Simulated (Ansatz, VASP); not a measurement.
## AlN: VASP beside Ansatz

```
CELL_PARAMETERS angstrom
3.01349 0.00000 0.00000
-1.50675 2.60976 0.00000
0.00000 0.00000 4.82923
ATOMIC_POSITIONS crystal
Al 0.33333 0.66667 0.99643
Al 0.66667 0.33333 0.49643
N 0.33333 0.66667 0.37857
N 0.66667 0.33333 0.87857
```

Change from the starting cell: hydrostatic strain -3.0%.

Alike in both runs: task single point; functional r2SCAN; k mesh 12 × 12 × 6; no spin polarisation.

```csv
,VASP,Ansatz
version,VASP 6.6.1,Ansatz 0.2.0
potentials or method,"VASP PAW PBE potentials, release 64 (Al, N)","plane waves, PAW"
plane-wave cutoff (eV),520,500
occupations,"gaussian, width 0.01 eV",fixed
valence electrons in the cell,16,16
```

Ansatz gave:

- gap on the k mesh at the Fermi level (eV): 5.74
- pressure (GPa): 22.9
- traceless stress, the component that is largest in VASP (GPa): -1.48

Task: What did VASP give for the same quantities?

Result: gap on the k mesh at the Fermi level (eV): 5.74; pressure (GPa): 22.7; traceless stress, the component that is largest in VASP (GPa): -1.49.

VASP's potentials were made for PBE, not for r2SCAN.
